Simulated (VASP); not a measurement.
# Pt (Im-3m) in VASP: notebook, part 2 of 2

VASP 6.6.1.

### Step 3. Single point, r2SCAN

This run uses another cell than the first one, of 15.51 Å³/atom, 1.026 times its volume.

POSCAR reads:

```
Pt
1.0
   -1.5709065975      1.5709065975      1.5709065975
    1.5709065975     -1.5709065975      1.5709065975
    1.5709065975      1.5709065975     -1.5709065975
Pt
1
Direct
    0.0000000000      0.0000000000      0.0000000000
```

INCAR.step1 reads:

```
ALGO     = Normal         # electronic algorithm
EDIFF    = 1E-4           # SCF threshold, eV
ENCUT    = 520            # plane-wave cutoff, eV
GGA      = PE             # functional
ISMEAR   = -1             # smearing method
LASPH    = T              # aspherical terms in the spheres
LCHARG   = F              # write CHGCAR
LREAL    = F              # projectors in reciprocal space
LWAVE    = T              # write WAVECAR
NBANDS   = 11             # bands
NELM     = 60             # most SCF steps
PREC     = Accurate       # precision mode
SIGMA    = 0.1            # smearing width, eV
```

INCAR.step2 reads:

```
ALGO     = Normal         # electronic algorithm
EDIFF    = 1E-6           # SCF threshold, eV
ENCUT    = 520            # plane-wave cutoff, eV
ISIF     = 2              # what is computed and relaxed
ISMEAR   = -1             # smearing method
ISTART   = 1            
LASPH    = T              # aspherical terms in the spheres
LCHARG   = T              # write CHGCAR
LELF     = T              # ELF
LMIXTAU  = T            
LREAL    = F              # projectors in reciprocal space
LVHAR    = T            
LWAVE    = F              # write WAVECAR
METAGGA  = R2SCAN         # meta-GGA
NBANDS   = 11             # bands
NELM     = 60             # most SCF steps
PREC     = Accurate       # precision mode
SIGMA    = 0.1            # smearing width, eV
```

KPOINTS reads:

```
k-points
0
Gamma
  13 13 13
```

Potentials or basis: VASP PAW PBE potentials, release 64 (Pt).

Run with:

```sh
$ cat potpaw_PBE.64/Pt/POTCAR > POTCAR
$ cp INCAR.step1 INCAR
$ mpirun -np 1 vasp_std > vasp.out
$ cp INCAR.step2 INCAR
$ mpirun -np 1 vasp_std > vasp.out
```

OUTCAR:

```text
EDIFF = 1E-6
   ENCUT = 520
   ISIF = 2
   ISMEAR = -1
   ISTART = 1
   LASPH = T
   LREAL = F
   METAGGA = R2SCAN
   NELM = 60
   PREC = Accurate

 ion  position               nearest neighbor table
   1  0.000  0.000  0.000-

  LATTYP: Found a body centered cubic cell.
 ALAT       =     3.1418131950

  Lattice vectors:

 A1 = (  -1.5709065975,   1.5709065975,   1.5709065975)
 A2 = (   1.5709065975,  -1.5709065975,   1.5709065975)
 A3 = (   1.5709065975,   1.5709065975,  -1.5709065975)

Analysis of symmetry for initial positions (statically):
=====================================================================
 Subroutine PRICEL returns:
 Original cell was already a primitive cell.

 Routine SETGRP: Setting up the symmetry group for a
 body centered cubic supercell.

 Subroutine GETGRP returns: Found 48 space group operations
 (whereof 48 operations were pure point group operations)
 out of a pool of 48 trial point group operations.

The static configuration has the point symmetry O_h .

Analysis of symmetry for dynamics (positions and initial velocities):
=====================================================================
 Subroutine PRICEL returns:
 Original cell was already a primitive cell.

 Routine SETGRP: Setting up the symmetry group for a
 body centered cubic supercell.

 Subroutine GETGRP returns: Found 48 space group operations
 (whereof 48 operations were pure point group operations)
 out of a pool of 48 trial point group operations.

The dynamic configuration has the point symmetry O_h .

 Subroutine INISYM returns: Found 48 space group operations
 (whereof 48 operations are pure point group operations),
 and found     1 'primitive' translations

----------------------------------------------------------------------------------------

                                     Primitive cell

  volume of cell :      15.5064

  direct lattice vectors                    reciprocal lattice vectors
    -1.570906598  1.570906598  1.570906598     0.000000000  0.318287542  0.318287542
     1.570906598 -1.570906598  1.570906598     0.318287542  0.000000000  0.318287542
     1.570906598  1.570906598 -1.570906598     0.318287542  0.318287542  0.000000000

  length of vectors
     2.720890041  2.720890041  2.720890041     0.450126559  0.450126559  0.450126559

  position of ions in fractional coordinates (direct lattice)
     0.000000000  0.000000000  0.000000000

  ion indices of the primitive-cell ions
   primitive index   ion index
                 1           1

----------------------------------------------------------------------------------------

 KPOINTS: k-points

Automatic generation of k-mesh.
 Grid dimensions read from file:
 generate k-points for:   13   13   13

 Generating k-lattice:

  Cartesian coordinates                     Fractional coordinates (reciprocal lattice)
     0.000000000  0.024483657  0.024483657     0.076923077  0.000000000  0.000000000
     0.024483657  0.000000000  0.024483657     0.000000000  0.076923077  0.000000000
     0.024483657  0.024483657  0.000000000     0.000000000  0.000000000  0.076923077

  Length of vectors
     0.034625120  0.034625120  0.034625120

  Shift w.r.t. Gamma in fractional coordinates (k-lattice)
     0.000000000  0.000000000  0.000000000

 Subroutine IBZKPT returns following result:
 ===========================================

 Found     84 irreducible k-points:

 Following reciprocal coordinates:
            Coordinates               Weight
  0.000000  0.000000  0.000000      1.000000
  0.076923  0.000000  0.000000     12.000000
  0.153846  0.000000  0.000000     12.000000
  0.230769  0.000000  0.000000     12.000000
  0.307692  0.000000  0.000000     12.000000
  0.384615  0.000000  0.000000     12.000000
[... 16 lines left out ...]
  0.153846  0.076923  0.076923     24.000000
  0.230769  0.076923  0.076923     24.000000
 [... further k-points ...]
   k-points           NKPTS =     84   k-points in BZ     NKDIM =     84   number of bands    NBANDS=     11
   number of dos      NEDOS =    301   number of ions     NIONS =      1
   total plane-waves  NPLWV =   8000
   dimension x,y,z NGX =    20 NGY =   20 NGZ =   20
   dimension x,y,z NGXF=    40 NGYF=   40 NGZF=   40
   ions per type =               1
   NGX,Y,Z   is equivalent  to a cutoff of  12.22, 12.22, 12.22 a.u.
   NGXF,Y,Z  is equivalent  to a cutoff of  24.44, 24.44, 24.44 a.u.
 SYSTEM =  unknown system
   PREC   = accura    normal or accurate (medium, high low for compatibility)
   ISTART =      1    job   : 0-new  1-cont  2-samecut
   ICHARG =      0    charge: 1-file 2-atom 10-const
   ISPIN  =      1    spin polarized calculation?
   LNONCOLLINEAR =      F non collinear calculations
   LSORBIT =      F    spin-orbit coupling
   LASPH  =      T    aspherical Exc in radial PAW
   ENCUT  =  520.0 eV  38.22 Ry    6.18 a.u.   5.06  5.06  5.06*2*pi/ulx,y,z
   NELM   =     60;   NELMIN=  2; NELMDL=  0     # of ELM steps
   EDIFF  = 0.1E-05   stopping-criterion for ELM
   LREAL  =      F    real-space projection
   EDIFFG = 0.1E-04   stopping-criterion for IOM
   NSW    =      0    number of steps for IOM
   IBRION =     -1    ionic relax: 0-MD 1-quasi-New 2-CG
   NFREE  =      0    steps in history (QN), initial steepest desc. (CG)
   ISIF   =      2    stress and relaxation
   ISYM   =      2    0-nonsym 1-usesym 2-fastsym
   POTIM  = 0.5000    time-step for ionic-motion
   TEBEG  =    0.0;   TEEND  =   0.0 temperature during run
   PSTRESS=    0.0 pullay stress
   NELECT =      10.0000    total number of electrons
   NUPDOWN=      -1.0000    fix difference up-down
   EMIN   =  10.00;   EMAX   =-10.00  energy-range for DOS
   EFERMI =   0.00;   METHOD = LEGACY
   ISMEAR =    -1;   SIGMA  =   0.10  broadening in eV -4-tet -1-fermi 0-gaus
   EFERMI_NEDOS =   21; number of points for ismear=-14 and -15
   IALGO  =     38    algorithm
   IMIX   =      4    mixing-type and parameters
     AMIX     =   0.40;   BMIX     =  1.00
     AMIX_MAG =   1.60;   BMIX_MAG =  1.00
  volume/ion in A,a.u.               =      15.51       104.64
  Fermi-wavevector in a.u.,A,eV,Ry     =   1.414396  2.672822 27.218688  2.000517
  Thomas-Fermi vector in A             =   2.535943
   LORBIT       =      0    0 simple, 1 ext, 2 COOP (PROOUT), +10 PAW based schemes
   METAGGA = R2SCAN    functional components
   LHFCALC =     F    Hartree Fock is set to
   AEXX    =    0.0000 exact exchange contribution
   IVDW    =     0    specifies the selected vdW correction
   LEPSILON=     F    determine dielectric tensor
   LRPA    =     F    only Hartree local field effects (RPA)
 non-spin polarized calculation
  energy-cutoff  :      520.00
  volume of cell :       15.51
 maximum number of plane-waves:       429
   NGX = 11   NGY = 11   NGZ = 11

 number of electron       9.9999997 magnetization

 Free energy of the ion-electron system (eV)
  ---------------------------------------------------
  ext. energy  EPLUGINS =         0.00000000
  ---------------------------------------------------
  free energy    TOTEN  =       -51.41793567 eV

  energy without entropy =      -51.38473015  energy(sigma->0) =      -51.40133291

 E-fermi :  10.3541     XC(G=0): -14.4090

 val. band max:       10.3106769936   @ k =  -0.3846  -0.4615   0.1538
 cond. band min:      10.3671631061   @ k =  -0.3846  -0.4615   0.2308
 fundamental gap:      0.0564861125
 Fermi energy:        10.3541162771

 k-point     1 :       0.0000    0.0000    0.0000
  band No.  band energies     occupation
      1       0.3550      2.00000
      2       6.5810      2.00000
      3       6.5810      2.00000
      4       6.5810      2.00000
      5       9.1522      1.99999
      6       9.1522      1.99999
      7      28.3781      0.00000
      8      28.3781      0.00000
      9      28.3781      0.00000
     10      39.0372      0.00000
     11      39.0372      0.00000

 k-point     2 :       0.0769    0.0000    0.0000
  band No.  band energies     occupation
      1       0.6096      2.00000
      2       6.4816      2.00000
      3       6.5812      2.00000
      4       6.7869      2.00000
      5       9.0276      2.00000
      6       9.1587      1.99999
      7      28.4895      0.00000
      8      28.5683      0.00000
      9      28.7513      0.00000
     10      36.2985      0.00000
     11      36.8350      0.00000
[... 295 lines left out ...]
 k-point    24 :       0.2308    0.0769    0.0769
  band No.  band energies     occupation
      1       3.6013      2.00000
      2       5.4600      2.00000
      3       6.3233      2.00000
      4       8.9174      2.00000
      5       9.3118      1.99994
      6      10.5703      0.20647
      7      23.1069      0.00000
      8      26.0632      0.00000
      9      27.6217      0.00000
     10      32.2697      0.00000
     11      38.0935      0.00000

 [... further k-points ...]
[... 5 lines left out ...]
  --------------------------------------------------------------------------------------
  -------------------------------------------------------------------------------------
  Total        0.0412634      0.0412634      0.0412634     -0.0000000     -0.0000000      0.0000000
  in kB        4.2634862      4.2634862      4.2634862     -0.0000000     -0.0000000      0.0000000
  external PRESSURE =       4.2634862 kB  Pullay stress =       0.0000000 kB

 VOLUME and BASIS-vectors are now :
 -----------------------------------------------------------------------------
  energy-cutoff  :      520.00
  volume of cell :       15.51
      direct lattice vectors                 reciprocal lattice vectors
    -1.570906598  1.570906598  1.570906598     0.000000000  0.318287542  0.318287542
     1.570906598 -1.570906598  1.570906598     0.318287542  0.000000000  0.318287542
     1.570906598  1.570906598 -1.570906598     0.318287542  0.318287542  0.000000000

 POSITION                                       TOTAL-FORCE (eV/Angst)
 -----------------------------------------------------------------------------------
      0.00000      0.00000      0.00000        -0.000000      0.000000     -0.000000
 -----------------------------------------------------------------------------------
    total drift:                                0.000000     -0.000000      0.000000

  FREE ENERGIE OF THE ION-ELECTRON SYSTEM (eV)
  ---------------------------------------------------
  free  energy   TOTEN  =       -51.4179356710 eV

  energy  without entropy=      -51.3847301469  energy(sigma->0) =      -51.40133291
```

Wall time 18 s (1 thread of Intel Xeon 6975P-C (Granite Rapids), shared host); peak memory 0.13 GiB.

What came out:

```yaml
Free_energy: -51.4179 eV
Pressure: 0.4 GPa
Band_gap_on_the_k_mesh: zero (band 5 reaches 11.29 eV, above the bottom of band 6 at 8.99 eV)
```

Caveat: the PAW data sets were made with another functional, which shifts forces and pressure a little; spin-orbit coupling is left out, which moves the levels of the heavy elements.

### Step 4. Single point, r2SCAN

This run uses another cell than the first one, of 15.90 Å³/atom, 1.053 times its volume.

POSCAR reads:

```
Pt
1.0
   -1.5842200000      1.5842200000      1.5842200000
    1.5842200000     -1.5842200000      1.5842200000
    1.5842200000      1.5842200000     -1.5842200000
Pt
1
Direct
    0.0000000000      0.0000000000      0.0000000000
```

INCAR.step1 reads:

```
SYSTEM = Pt
PREC     = Accurate       ! precision mode
ENCUT    = 520            ! plane-wave cutoff, eV
ISMEAR   = -1             ! smearing method
SIGMA    = 0.1            ! smearing width, eV
LREAL    = .FALSE.        ! projectors in reciprocal space
LASPH    = .TRUE.         ! aspherical terms in the spheres
NELM     = 100            ! most SCF steps
NBANDS   = 11             ! bands
GGA      = PE             ! functional
ALGO     = Normal         ! electronic algorithm
EDIFF    = 1E-4           ! SCF threshold, eV
LWAVE    = .TRUE.         ! write WAVECAR
LCHARG   = .FALSE.        ! write CHGCAR
```

INCAR.step2 reads:

```
SYSTEM = Pt
PREC     = Accurate       ! precision mode
ENCUT    = 520            ! plane-wave cutoff, eV
EDIFF    = 1E-6           ! SCF threshold, eV
ISMEAR   = -1             ! smearing method
SIGMA    = 0.1            ! smearing width, eV
LREAL    = .FALSE.        ! projectors in reciprocal space
LASPH    = .TRUE.         ! aspherical terms in the spheres
NELM     = 100            ! most SCF steps
ALGO     = Normal         ! electronic algorithm
ISIF     = 2              ! what is computed and relaxed
LWAVE    = .FALSE.        ! write WAVECAR
LCHARG   = .FALSE.        ! write CHGCAR
METAGGA  = R2SCAN         ! meta-GGA
LMIXTAU  = .TRUE.       
NBANDS   = 11             ! bands
ISTART   = 1
```

KPOINTS reads:

```
Automatic mesh
0
G
  13 13 13
  0 0 0
```

Run with:

```sh
$ cat potpaw_PBE.64/Pt/POTCAR > POTCAR
$ cp INCAR.step1 INCAR
$ mpirun -np 1 vasp_std > vasp.out
$ cp INCAR.step2 INCAR
$ mpirun -np 1 vasp_std > vasp.out
```

Run time: 19 s. Hardware: 1 thread of Intel Xeon 6975P-C (Granite Rapids), shared host; peak memory 0.13 GiB.

The run converged. Its results:

- Free energy: -51.4113 eV
- Pressure: -5.7 GPa
- Band gap on the k mesh: zero (band 5 reaches 10.79 eV, above the bottom of band 6 at 8.59 eV)

Levels at points of the mesh, in eV from the Fermi level:
| k point | band 1 | band 2 | band 3 | band 4 | band 5 | band 6 | band 7 | band 8 | band 9 | band 10 |
| --- | --- | --- | --- | --- | --- | --- | --- | --- | --- | --- |
| (0.00, 0.00, 0.00) | -9.72 | -3.63 | -3.63 | -3.63 | -1.16 | -1.16 | 18.03 | 18.03 | 18.03 | 28.36 |

Caveat: the PAW data sets were made with another functional, which shifts forces and pressure a little; spin-orbit coupling is left out, which moves the levels of the heavy elements.

### Step 5. Summary

```csv
cell,gap on the mesh (eV),pressure (GPa)
"a = 2.697 Å, angles 109.5°, 1 atom",none,7.6
"a = 2.721 Å, angles 109.5°, 1 atom",none,0.4
"a = 2.744 Å, angles 109.5°, 1 atom",none,-5.7
```

Alike in all rows: task single point; level r2SCAN; potentials or basis VASP PAW PBE potentials, release 64 (Pt); no spin polarisation; k mesh 13 × 13 × 13; cutoff (eV) 520; smearing fermi-dirac 0.1 eV.

Caveats: the PAW data sets were made with another functional, which shifts forces and pressure a little; spin-orbit coupling is left out, which moves the levels of the heavy elements.

Absolute energies hang on the potentials; compare differences alone.
